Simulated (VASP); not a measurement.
Runs of VASP 6.6.1 on MgO. The structure is that of space group Fm-3m (No. 225), or close to it. The cells are those of the table. 

```tsv
level	cell	k mesh	gap on the mesh (eV)	pressure (GPa)
r2SCAN	a = 2.973 Å, angles 60.0°, 2 atoms	8 × 8 × 8	(b)	-1.1
PBE	a = 2.973 Å, angles 60.0°, 2 atoms	10 × 10 × 10	(d)	4.9
r2SCAN	a = 3.031 Å, angles 60.0°, 2 atoms	8 × 8 × 8	(c)	-9.7
PBE	a = 2.946 Å, angles 60.0°, 2 atoms	8 × 8 × 8	5.05	(a)
r2SCAN	a = 2.912 Å, angles 60.0°, 2 atoms	8 × 8 × 8	6.32	10.6
PBE	a = 3.037 Å, angles 60.0°, 2 atoms	8 × 8 × 8	4.17	-4.9
PBE	a = 2.977 Å, angles 60.0°, 2 atoms	8 × 8 × 8	4.74	4.2
r2SCAN	a = 2.943 Å, angles 60.0°, 2 atoms	8 × 8 × 8	5.98	4.3
```

Alike in all rows: task single point; potentials or basis VASP PAW PBE potentials, release 64 (Mg, O); no spin polarisation; cutoff (eV) 520; smearing gaussian 0.01 eV.

Problem. Fill in the values left out.

Solution. (a) 9.8; (b) 5.66; (c) 5.09; (d) 4.78.

Caveats: the PAW data sets were made with another functional, which shifts forces and pressure a little (some runs).

